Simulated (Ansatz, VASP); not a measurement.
# AlN in VASP and in Ansatz

```
CELL_PARAMETERS angstrom
0.00000 2.20126 2.20126
2.20126 0.00000 2.20126
2.20126 2.20126 0.00000
ATOMIC_POSITIONS crystal
Al 0.00000 0.00000 0.00000
N 0.25000 0.25000 0.25000
```

Alike in both runs: functional PBE; k mesh 10 × 10 × 10; occupations gaussian, width 0.02 eV; no spin polarisation.

Ansatz relaxed the structure, and its values are those at the end. VASP's run is a single point on that final structure, the one shown.

|  | VASP | Ansatz |
| --- | --- | --- |
| version | VASP 6.6.1 | Ansatz 0.2.0 |
| potentials or method | VASP PAW PBE potentials, release 64 (Al, N), cutoff 600 eV | scalar-relativistic, plane waves, PAW |
| valence electrons in the cell | 8 | 8 |

|  | VASP | Ansatz | Ansatz less VASP |
| --- | --- | --- | --- |
| gap on the k mesh at the Fermi level (eV) | 3.31 | 3.31 | +0.006 |
| least direct gap on the mesh (eV) | 3.99 | 3.98 | -0.008 |
| pressure (GPa) | -0.3 | 0.0 | +0.32 |
